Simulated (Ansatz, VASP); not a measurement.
ReS: VASP beside Ansatz

Contents of INCAR:

```
SYSTEM = ReS
PREC = Accurate
ENCUT = 560
EDIFF = 1E-6
ISMEAR = 0
SIGMA = 0.1
LREAL = .FALSE.
LASPH = .TRUE.
NELM = 200
ALGO = Normal
ISIF = 2
LWAVE = .FALSE.
LCHARG = .TRUE.
ISPIN = 2
MAGMOM = 3.5 3.5 0 0
LORBIT = 11
LMAXMIX = 4
GGA = PE
LELF = .TRUE.
LVHAR = .TRUE.
NBANDS = 33
GGA_COMPAT = .FALSE.
```

The input KPOINTS:

```
Automatic mesh
0
G
  12 12 8
  0 0 0
```

The input POSCAR:

```
ReS
1.0
    3.5948908969      0.0000000000      0.0000000000
   -1.7974454484      3.1132668405      0.0000000000
    0.0000000000      0.0000000000      5.3577963613
Re S
2 2
Direct
    0.0000000000      0.0000000000      0.0000000000
    0.0000000000      0.0000000000      0.5000000000
    0.3333333333      0.6666666667      0.2500000000
    0.6666666667      0.3333333333      0.7500000000
```

Input for Ansatz:

```yaml
crystal:
  lattice:
    - [3.5948908969, 0.0, 0.0]
    - [-1.7974454484, 3.1132668405, 0.0]
    - [0.0, 0.0, 5.3577963613]
  atoms:
    - { symbol: Re, position: [0.0, 0.0, 0.0], spin: 3.5 }
    - { symbol: Re, position: [0.0, 0.0, 0.5], spin: 3.5 }
    - { symbol: S, position: [0.3333333333, 0.6666666667, 0.25] }
    - { symbol: S, position: [0.6666666667, 0.3333333333, 0.75] }
basis:
  ecutwfc: 420
kpoints:
  mp_grid: { grid: [12, 12, 8] }
hamiltonian:
  xc: pbe
scf:
  occupations: { method: gaussian, width: 0.1 }
  lower_state_search: "off"
output:
  forces: true
  stress: true
  eigenvalues: true
  populations: true
magnetization:
  spin_polarized: true
```

Alike in both runs: task single point; functional PBE; k mesh 12 × 12 × 8; occupations gaussian, width 0.1 eV; collinear spin.

```csv
,VASP,Ansatz
version,VASP 6.6.1,Ansatz 0.2.0
potentials or method,"VASP PAW PBE potentials, release 64 (Re_sv_GW, S), cutoff 560 eV","scalar-relativistic, plane waves, PAW"
valence electrons in the cell,42,42
```

VASP gave:

| Item | Value |
| --- | --- |
| gap on the k mesh at the Fermi level (eV) | none |
| pressure (GPa) | -0.8 |
| net moment per atom (μB) | 0.00 |

Q: Which values does Ansatz return?

A: gap on the k mesh at the Fermi level (eV): none; pressure (GPa): 0.0; net moment per atom (μB): 0.00.

A gap of «none» marks a metal or a gap that the smearing closes. Ansatz's warnings: seeded moment not kept.

Neither program's run includes spin-orbit coupling.
